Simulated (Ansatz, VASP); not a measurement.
# Two plane-wave programs on KI

Contents of INCAR:

```
SYSTEM = KI
PREC = Accurate ; ENCUT = 520
EDIFF = 1E-6 ; ISMEAR = 0
SIGMA = 0.05 ; LREAL = .False.
LASPH = .True. ; NELM = 80
ALGO = Normal ; ISIF = 2
LWAVE = .False. ; LCHARG = .False.
GGA = PE ; NBANDS = 15
```

The input KPOINTS:

```
Automatic mesh
0
Gamma
  6 6 6
  0 0 0
```

The input POSCAR:

```
KI
1.0
    4.6617275059      0.0000000000      0.0000000000
    0.0000000000      4.6617275059      0.0000000000
    0.0000000000      0.0000000000      3.6361474546
K I
1 1
Direct
    0.0000000000      0.0000000000      0.0000000000
    0.5000000000      0.5000000000      0.5000000000
```

Input for Ansatz:

```yaml
crystal:
  lattice:
    - [4.6617275059, 0.0, 0.0]
    - [0.0, 4.6617275059, 0.0]
    - [0.0, 0.0, 3.6361474546]
  atoms:
    - { symbol: K, position: [0.0, 0.0, 0.0] }
    - { symbol: I, position: [0.5, 0.5, 0.5] }
basis:
  ecutwfc: 420
kpoints:
  mp_grid: { grid: [6, 6, 6] }
hamiltonian:
  xc: pbe
scf:
  occupations: { method: gaussian, width: 0.05 }
output:
  forces: true
  stress: true
  eigenvalues: true
```

Alike in both runs: task single point; functional PBE; k mesh 6 × 6 × 6; occupations gaussian, width 0.05 eV; no spin polarisation.

```csv
,VASP,Ansatz
version,VASP 6.6.1,Ansatz 0.2.0
potentials or method,"VASP PAW PBE potentials, release 64 (K_sv, I), cutoff 520 eV","scalar-relativistic, plane waves, PAW"
valence electrons in the cell,16,26
```

```tsv
	VASP	Ansatz	Ansatz less VASP
gap on the k mesh at the Fermi level (eV)	1.46	1.46	0.000
least direct gap on the mesh (eV)	1.62	1.62	0.000
pressure (GPa)	1.3	1.3	-0.03
traceless stress, the component that is largest in VASP (GPa)	6.62	6.63	+0.009
```

With one functional, cell and mesh, what is left measures potentials, basis and numerics. VASP's potentials hold 16 valence electrons a cell and Ansatz's 26, so a difference there can come from the potentials and not from the codes.

Spin-orbit coupling is off throughout.
